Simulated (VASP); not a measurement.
# TaN (P-6m2) in VASP: notebook, part 2 of 2

VASP 6.6.1. Earlier steps stand in the parts before.

## (5) Single point, PBE (9.61 Å³/atom)

This run uses another cell than the first one, of 9.61 Å³/atom.

The input, INCAR:

```
PREC = Accurate
ENCUT = 600
EDIFF = 1E-6
ISMEAR = 0
SIGMA = 0.1
LREAL = False
LASPH = True
NELM = 120
ALGO = Normal
ISIF = 2
LWAVE = False
LCHARG = True
GGA = PE
LELF = True
LVHAR = True
NBANDS = 15
GGA_COMPAT = False
```

The input, KPOINTS:

```
regular mesh
0
Gamma
  18 18 14
```

The input, POSCAR:

```
TaN
1.0
    2.8195672002      0.0000000000      0.0000000000
   -1.4097836001      2.4418168230      0.0000000000
    0.0000000000      0.0000000000      2.7917744361
Ta N
1 1
Direct
    0.3333333333      0.6666666667      0.5000000000
    0.0000000000      0.0000000000      0.0000000000
```

Potentials or basis: VASP PAW PBE potentials, release 64 (Ta_pv, N).

Run with:

```bash
$ cat potpaw_PBE.64/Ta_pv/POTCAR potpaw_PBE.64/N/POTCAR > POTCAR
$ mpirun -np 1 vasp_std > vasp.out
```

OUTCAR:

```text
PREC = Accurate
   ENCUT = 600
   EDIFF = 1E-6
   ISMEAR = 0
   LREAL = False
   LASPH = True
   NELM = 120
   ISIF = 2
   GGA = PE

 ion  position               nearest neighbor table
   1  0.333  0.667  0.500-   2 2.14   2 2.14   2 2.14   2 2.14   2 2.14   2 2.14
   2  0.000  0.000  0.000-   1 2.14   1 2.14   1 2.14   1 2.14   1 2.14   1 2.14

  LATTYP: Found a hexagonal cell.
 ALAT       =     2.8195672002
 C/A-ratio  =     0.9901428971

  Lattice vectors:

 A1 = (   2.8195672002,   0.0000000000,   0.0000000000)
 A2 = (  -1.4097836001,   2.4418168230,   0.0000000000)
 A3 = (   0.0000000000,   0.0000000000,   2.7917744361)

Analysis of symmetry for initial positions (statically):
=====================================================================
 Subroutine PRICEL returns:
 Original cell was already a primitive cell.

 Routine SETGRP: Setting up the symmetry group for a
 hexagonal supercell.

 Subroutine GETGRP returns: Found 12 space group operations
 (whereof 12 operations were pure point group operations)
 out of a pool of 24 trial point group operations.

The static configuration has the point symmetry D_3h.

Analysis of symmetry for dynamics (positions and initial velocities):
=====================================================================
 Subroutine PRICEL returns:
 Original cell was already a primitive cell.

 Routine SETGRP: Setting up the symmetry group for a
 hexagonal supercell.

 Subroutine GETGRP returns: Found 12 space group operations
 (whereof 12 operations were pure point group operations)
 out of a pool of 24 trial point group operations.

The dynamic configuration has the point symmetry D_3h.

 Subroutine INISYM returns: Found 12 space group operations
 (whereof 12 operations are pure point group operations),
 and found     1 'primitive' translations

----------------------------------------------------------------------------------------

                                     Primitive cell

  volume of cell :      19.2210

  direct lattice vectors                    reciprocal lattice vectors
     2.819567200  0.000000000  0.000000000     0.354664361  0.204765564  0.000000000
    -1.409783600  2.441816823  0.000000000     0.000000000  0.409531129  0.000000000
     0.000000000  0.000000000  2.791774436     0.000000000  0.000000000  0.358195127

  length of vectors
     2.819567200  2.819567200  2.791774436     0.409531129  0.409531129  0.358195127

  position of ions in fractional coordinates (direct lattice)
     0.333333333  0.666666667  0.500000000
     0.000000000  0.000000000  0.000000000

  ion indices of the primitive-cell ions
   primitive index   ion index
                 1           1
                 2           2

----------------------------------------------------------------------------------------

 KPOINTS: regular mesh

Automatic generation of k-mesh.
 Grid dimensions read from file:
 generate k-points for:   18   18   14

 Generating k-lattice:

  Cartesian coordinates                     Fractional coordinates (reciprocal lattice)
     0.019703576  0.011375865  0.000000000     0.055555556  0.000000000  0.000000000
     0.000000000  0.022751729  0.000000000     0.000000000  0.055555556  0.000000000
     0.000000000  0.000000000  0.025585366     0.000000000  0.000000000  0.071428571

  Length of vectors
     0.022751729  0.022751729  0.025585366

  Shift w.r.t. Gamma in fractional coordinates (k-lattice)
     0.000000000  0.000000000  0.000000000

 Subroutine IBZKPT returns following result:
 ===========================================

 Found    296 irreducible k-points:

 Following reciprocal coordinates:
            Coordinates               Weight
  0.000000  0.000000  0.000000      1.000000
  0.055556  0.000000  0.000000      6.000000
  0.111111  0.000000  0.000000      6.000000
  0.166667  0.000000  0.000000      6.000000
  0.222222  0.000000  0.000000      6.000000
  0.277778  0.000000  0.000000      6.000000
[... 16 lines left out ...]
  0.333333  0.111111  0.000000     12.000000
  0.388889  0.111111  0.000000     12.000000
 [... further k-points ...]
   k-points           NKPTS =    296   k-points in BZ     NKDIM =    296   number of bands    NBANDS=     15
   number of dos      NEDOS =    301   number of ions     NIONS =      2
   total plane-waves  NPLWV =  13824
   dimension x,y,z NGX =    24 NGY =   24 NGZ =   24
   dimension x,y,z NGXF=    48 NGYF=   48 NGZF=   48
   ions per type =               1   1
   NGX,Y,Z   is equivalent  to a cutoff of  14.15, 14.15, 14.29 a.u.
   NGXF,Y,Z  is equivalent  to a cutoff of  28.30, 28.30, 28.58 a.u.
 SYSTEM =  unknown system
   PREC   = accura    normal or accurate (medium, high low for compatibility)
   ISTART =      0    job   : 0-new  1-cont  2-samecut
   ICHARG =      2    charge: 1-file 2-atom 10-const
   ISPIN  =      1    spin polarized calculation?
   LNONCOLLINEAR =      F non collinear calculations
   LSORBIT =      F    spin-orbit coupling
   LASPH  =      T    aspherical Exc in radial PAW
   ENCUT  =  600.0 eV  44.10 Ry    6.64 a.u.   5.63  5.63  5.58*2*pi/ulx,y,z
   NELM   =    120;   NELMIN=  2; NELMDL= -5     # of ELM steps
   EDIFF  = 0.1E-05   stopping-criterion for ELM
   LREAL  =      F    real-space projection
   EDIFFG = 0.1E-04   stopping-criterion for IOM
   NSW    =      0    number of steps for IOM
   IBRION =     -1    ionic relax: 0-MD 1-quasi-New 2-CG
   NFREE  =      0    steps in history (QN), initial steepest desc. (CG)
   ISIF   =      2    stress and relaxation
   ISYM   =      2    0-nonsym 1-usesym 2-fastsym
   POTIM  = 0.5000    time-step for ionic-motion
   TEBEG  =    0.0;   TEEND  =   0.0 temperature during run
   PSTRESS=    0.0 pullay stress
   NELECT =      16.0000    total number of electrons
   NUPDOWN=      -1.0000    fix difference up-down
   EMIN   =  10.00;   EMAX   =-10.00  energy-range for DOS
   EFERMI =   0.00;   METHOD = LEGACY
   ISMEAR =     0;   SIGMA  =   0.10  broadening in eV -4-tet -1-fermi 0-gaus
   EFERMI_NEDOS =   21; number of points for ismear=-14 and -15
   IALGO  =     38    algorithm
   IMIX   =      4    mixing-type and parameters
     AMIX     =   0.40;   BMIX     =  1.00
     AMIX_MAG =   1.60;   BMIX_MAG =  1.00
  volume/ion in A,a.u.               =       9.61        64.85
  Fermi-wavevector in a.u.,A,eV,Ry     =   1.540008  2.910192 32.267897  2.371624
  Thomas-Fermi vector in A             =   2.646155
   LORBIT       =      0    0 simple, 1 ext, 2 COOP (PROOUT), +10 PAW based schemes
   GGA     = PE    functional components
   LHFCALC =     F    Hartree Fock is set to
   AEXX    =    0.0000 exact exchange contribution
   IVDW    =     0    specifies the selected vdW correction
   LEPSILON=     F    determine dielectric tensor
   LRPA    =     F    only Hartree local field effects (RPA)
 non-spin polarized calculation
 Gauss-broadening in eV      SIGMA  =   0.10
  energy-cutoff  :      600.00
  volume of cell :       19.22
 maximum number of plane-waves:       660
 NGX is ok and might be reduce to    24
   NGX = 11   NGY = 11   NGZ = 11

 number of electron      16.0000002 magnetization

 Free energy of the ion-electron system (eV)
  ---------------------------------------------------
  ext. energy  EPLUGINS =         0.00000000
  ---------------------------------------------------
  free energy    TOTEN  =       -22.01610003 eV

  energy without entropy =      -22.01584326  energy(sigma->0) =      -22.01597164

 E-fermi :   9.4626     XC(G=0): -13.9878

 val. band max:        9.4086793971   @ k =   0.0000   0.0000   0.4286
 cond. band min:       9.4859482354   @ k =   0.0556   0.0000   0.5000
 fundamental gap:      0.0772688383
 Fermi energy:         9.4625545749

 k-point     1 :       0.0000    0.0000    0.0000
  band No.  band energies     occupation
      1     -25.0525      2.00000
      2     -24.6742      2.00000
      3     -24.6742      2.00000
      4      -9.1633      2.00000
      5       4.4781      2.00000
      6       4.4781      2.00000
      7       4.6990      2.00000
      8       6.3946      2.00000
      9      12.6702      0.00000
     10      13.5820      0.00000
     11      13.5820      0.00000
     12      14.1751      0.00000
     13      14.1751      0.00000
     14      23.2247      0.00000
     15      23.6401      0.00000
[... 397 lines left out ...]
 k-point    24 :       0.3889    0.1111    0.0000
  band No.  band energies     occupation
      1     -26.1442      2.00000
      2     -25.1336      2.00000
      3     -24.8224      2.00000
      4      -6.3586      2.00000
      5       0.7859      2.00000
      6       3.6948      2.00000
      7       4.8818      2.00000
      8       6.9514      2.00000
      9      12.0662      0.00000
     10      13.1003      0.00000
     11      14.9259      0.00000
     12      16.4194      0.00000
     13      19.4705      0.00000
     14      23.1621      0.00000
     15      23.4696      0.00000

 [... further k-points ...]
[... 5 lines left out ...]
  --------------------------------------------------------------------------------------
  -------------------------------------------------------------------------------------
  Total        6.9395727      6.9395727      6.9761825      0.0000000      0.0000000     -0.0000000
  in kB      578.4521732    578.4521732    581.5037982      0.0000000      0.0000000     -0.0000000
  external PRESSURE =     579.4693815 kB  Pullay stress =       0.0000000 kB

 VOLUME and BASIS-vectors are now :
 -----------------------------------------------------------------------------
  energy-cutoff  :      600.00
  volume of cell :       19.22
      direct lattice vectors                 reciprocal lattice vectors
     2.819567200  0.000000000  0.000000000     0.354664361  0.204765564  0.000000000
    -1.409783600  2.441816823  0.000000000     0.000000000  0.409531129  0.000000000
     0.000000000  0.000000000  2.791774436     0.000000000  0.000000000  0.358195127

 POSITION                                       TOTAL-FORCE (eV/Angst)
 -----------------------------------------------------------------------------------
     -0.00000      1.62788      1.39589         0.000000     -0.000000      0.000000
      0.00000      0.00000      0.00000        -0.000000      0.000000      0.000000
 -----------------------------------------------------------------------------------
    total drift:                                0.000000     -0.000000     -0.000000

  FREE ENERGIE OF THE ION-ELECTRON SYSTEM (eV)
  ---------------------------------------------------
  free  energy   TOTEN  =       -22.0161000287 eV

  energy  without entropy=      -22.0158432561  energy(sigma->0) =      -22.01597164
```

Wall time 1.7 min (1 thread of Intel Xeon 8259CL, shared host); peak memory 0.23 GiB.

What came out:

- Free energy: -22.0161 eV
- Pressure: 57.9 GPa
- Band gap on the k mesh: zero (bands 8 and 9 overlap by 0.31 eV)

Stress tensor (GPa, compression positive):
```
57.85  0.00  0.00
 0.00 57.85  0.00
 0.00  0.00 58.15
```

Levels at points of the mesh, in eV from the Fermi level:
```tsv
k point	band 6	band 7	band 8	band 9	band 10	band 11
(0.00, 0.00, 0.00)	-4.98	-4.76	-3.07	3.21	4.12	4.12
(0.50, 0.00, 0.00)	-5.84	-3.96	-3.30	3.48	4.86	5.88
(0.00, 0.00, 0.50)	-4.06	-4.06	-0.10	-0.10	2.65	3.78
(0.50, 0.00, 0.50)	-6.60	-6.27	-0.08	5.05	6.39	7.09
```

Caveat: the cell stands under pressure; spin-orbit coupling is left out, which moves the levels of the heavy elements.

## (6) Single point, PBE (9.94 Å³/atom)

This run uses another cell than the first one, of 9.94 Å³/atom.

The input, INCAR:

```
ALGO = Normal ; EDIFF = 1E-6
ENCUT = 600 ; GGA = PE
GGA_COMPAT = False ; ISIF = 2
ISMEAR = 0 ; LASPH = True
LCHARG = False ; LREAL = False
LWAVE = False ; NBANDS = 15
NELM = 120 ; PREC = Accurate
SIGMA = 0.1
```

The input, KPOINTS:

```
k-points
0
Gamma
  18 18 14
```

The input, POSCAR:

```
TaN
1.0
    2.8533167335      0.0000000000      0.0000000000
   -1.4266583668      2.4710447763      0.0000000000
    0.0000000000      0.0000000000      2.8190577923
Ta N
1 1
Direct
    0.3333333333      0.6666666667      0.5000000000
    0.0000000000      0.0000000000      0.0000000000
```

Potentials or basis: VASP PAW PBE potentials, release 64 (Ta_pv, N).

Run with:

```bash
$ cat potpaw_PBE.64/Ta_pv/POTCAR potpaw_PBE.64/N/POTCAR > POTCAR
$ mpirun -np 1 vasp_std > vasp.out
```

It took 77 s on 1 thread of Intel Xeon 8259CL, shared host; peak memory 0.23 GiB.

Results (log left out):

```yaml
Free_energy: -22.2163 eV
Pressure: 39.9 GPa
Band_gap_on_the_k_mesh: zero (bands 8 and 9 overlap by 0.31 eV)
```

Stress tensor (GPa, compression positive):
```
39.86  0.00  0.00
 0.00 39.86  0.00
 0.00  0.00 40.12
```

Levels at points of the mesh, in eV from the Fermi level:
```
           k point  band 6  band 7  band 8  band 9  band 10  band 11
(0.00, 0.00, 0.00)   -4.85   -4.59   -3.03    2.92     3.96     3.96
(0.50, 0.00, 0.00)   -5.65   -3.81   -3.27    3.35     4.61     5.69
(0.00, 0.00, 0.50)   -3.96   -3.96   -0.09   -0.09     2.57     3.65
(0.50, 0.00, 0.50)   -6.48   -6.09   -0.17    4.79     6.08     6.77
```

Caveat: the cell stands under pressure; spin-orbit coupling is left out, which moves the levels of the heavy elements.

## (7) Summary

| task | cell | gap on the mesh (eV) | pressure (GPa) |
| --- | --- | --- | --- |
| relaxation of shape and atoms at fixed volume | relaxed from a = 2.888, b = 2.888, c = 2.842 Å, angles 90.0, 90.0, 120.0°, 2 atoms | none | 24.6 |
| relaxation of shape and atoms at fixed volume | relaxed from a = 2.920, b = 2.920, c = 2.868 Å, angles 90.0, 90.0, 120.0°, 2 atoms | none | 11.6 |
| relaxation of shape and atoms at fixed volume | relaxed from a = 2.979, b = 2.979, c = 2.926 Å, angles 90.0, 90.0, 120.0°, 2 atoms | none | -8.9 |
| single point | a = 2.820, b = 2.820, c = 2.792 Å, angles 90.0, 90.0, 120.0°, 2 atoms | none | 57.9 |
| single point | a = 2.853, b = 2.853, c = 2.819 Å, angles 90.0, 90.0, 120.0°, 2 atoms | none | 39.9 |

Alike in all rows: level PBE; potentials or basis VASP PAW PBE potentials, release 64 (Ta_pv, N); no spin polarisation; k mesh 18 × 18 × 14; cutoff (eV) 600; smearing gaussian 0.1 eV.

Caveats: spin-orbit coupling is left out, which moves the levels of the heavy elements; the cell stands under pressure (at least some runs).

Absolute energies hang on the potentials; compare differences alone.
